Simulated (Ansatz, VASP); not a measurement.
**N: VASP beside Ansatz**

```
N
1.0
     0.00000    1.56056    1.56056
     1.56056    0.00000    1.56056
     1.56056    1.56056    0.00000
N
1
Direct
  0.00000 0.00000 0.00000
```

Alike in both runs: task single point; functional PBE; k mesh 20 × 20 × 20; occupations fermi-dirac, width 0.05 eV; no spin polarisation.

|  | VASP | Ansatz |
| --- | --- | --- |
| version | VASP 6.6.1 | Ansatz 0.2.0 |
| potentials or method | VASP PAW PBE potentials, release 64 (N), cutoff 520 eV | all-electron LAPW, non-relativistic |

```csv
,VASP,Ansatz,Ansatz less VASP
pressure (GPa),-0.2,0.1,+0.34
```

Ansatz ran all-electron here, and VASP with PAW potentials.
